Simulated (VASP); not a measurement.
ZnS, 4 atoms in the cell. It takes space group P3m1 (No. 156, trigonal). Conventional cell: a = 3.811 Å, b = 3.811 Å, c = 6.234 Å, α = 90.00°, β = 90.00°, γ = 120.00°. Zn (site symmetry 3m) has 4 S at 2.22 to 2.85 Å within 2.9 Å. Zn (site symmetry 3m) has 4 S at 2.31 to 2.40 Å within 3.1 Å. Within 3.1 Å of S (site symmetry 3m) lie 4 Zn at 2.31 to 2.85 Å. S (site symmetry 3m) has 4 Zn at 2.22 to 2.40 Å within 2.9 Å.  This cell differs from its parent crystal: atom 1 (Zn) moved by (+0.000, -0.450) A along [1 1 0] and z.

| Quantity | Value |
| --- | --- |
| Program | VASP 6.6.1 |
| Task | single point |
| Functional | r2SCAN |
| Potentials or basis | VASP PAW PBE potentials, release 64 (Zn, S) |
| Cutoff | 520 eV |
| k mesh | 6 × 6 × 4 |
| Occupations | gaussian, width 0.05 eV |
| Spin | no spin polarisation |
| Dipole correction | no |
| Further INCAR settings | ALGO = Normal; EDIFF = 1e-06; NBANDS = 26 |

Potentials or basis: VASP PAW PBE potentials, release 64 (Zn, S).

Command:

```console
$ cat potpaw_PBE.64/Zn/POTCAR potpaw_PBE.64/S/POTCAR > POTCAR
$ cp INCAR.step1 INCAR
$ mpirun -np 1 vasp_std > vasp.out
$ cp INCAR.step2 INCAR
$ mpirun -np 1 vasp_std > vasp.out
```

Hardware: 1 thread of Intel(R) Xeon(R) 6975P-C (Granite Rapids) (shared host).

Q: Estimate the wall time of this run.

A: Wall time 84 s on 1 thread of Intel(R) Xeon(R) 6975P-C (Granite Rapids) (shared host), peak memory 0.21 GiB. Counts: k points 24.
